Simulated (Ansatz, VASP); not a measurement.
Hf4F: VASP beside Ansatz

```
Hf F
1.0
     3.20482    0.00000    0.00000
    -1.60241    2.77545    0.00000
     0.00000    0.00000   24.52815
Hf F
4 1
Direct
  0.66667 0.33333 0.16308
  0.33333 0.66667 0.26638
  0.66667 0.33333 0.37330
  0.33333 0.66667 0.47000
  0.88889 0.11111 0.52422
```

Alike in both runs: task single point; functional PBE; k mesh 9 × 9 × 1; occupations gaussian, width 0.1 eV; no spin polarisation.

|  | VASP | Ansatz |
| --- | --- | --- |
| version | VASP 6.6.1 | Ansatz 0.2.0 |
| potentials or method | VASP PAW PBE potentials, release 64 (Hf_pv, F), cutoff 520 eV | scalar-relativistic, plane waves, PAW |
| valence electrons in the cell | 47 | 111 |

Ansatz gave:

| Quantity | Value |
| --- | --- |
| gap on the k mesh at the Fermi level (eV) | none |
| rms of the force components (eV/Å) | 0.612 |
| work function, face that differs most (eV) | 3.42 |

**Question.** Which values does VASP return?

**Answer.** gap on the k mesh at the Fermi level (eV): none; rms of the force components (eV/Å): 0.570; work function, face that differs most (eV): 3.46.

Atom by atom the forces differ by 0.058 eV/Å (rms over components). A gap of «none» marks a metal or a gap that the smearing closes. The functional is the same, so the differences come from potentials, cutoffs and numerics. VASP's potentials hold 47 valence electrons a cell and Ansatz's 111, so a difference there can come from the potentials and not from the codes.

Spin-orbit coupling is off throughout.
